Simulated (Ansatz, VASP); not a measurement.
**One calculation of WSe2, two programs**

```
W Se
1.0
    -3.27899    0.00000    0.00000
    -1.63949   -2.83968    0.00000
    -0.40987   -0.23664   14.01124
W Se
2 4
Direct
  0.93750 0.93750 0.75000
  0.97917 0.97917 0.25000
  0.26081 0.26081 0.87028
  0.30248 0.30248 0.37028
  0.32252 0.32252 0.12972
  0.28086 0.28086 0.62972
```

Alike in both runs: task single point; functional PBE; dispersion D3(BJ); k mesh 9 × 9 × 2; occupations gaussian, width 0.05 eV; no spin polarisation.

```csv
,VASP,Ansatz
version,VASP 6.6.1,Ansatz 0.2.0
potentials or method,"VASP PAW PBE potentials, release 64 (W_sv, Se), cutoff 520 eV","scalar-relativistic, plane waves, PAW"
valence electrons in the cell,52,92
```

|  | VASP | Ansatz | Ansatz less VASP |
| --- | --- | --- | --- |
| gap on the k mesh at the Fermi level (eV) | 1.34 | 1.34 | +0.004 |
| least direct gap on the mesh (eV) | 1.64 | 1.64 | +0.004 |
| pressure (GPa) | 0.3 | 0.0 | -0.30 |
| traceless stress, the component that is largest in VASP (GPa) | -0.15 | -0.15 | +0.001 |
| rms of the force components (eV/Å) | 0.030 | 0.011 | -0.0180 |

Atom by atom the forces differ by 0.023 eV/Å (rms over components). VASP's potentials hold 52 valence electrons a cell and Ansatz's 92, so a difference there can come from the potentials and not from the codes.

Spin-orbit coupling is off throughout.
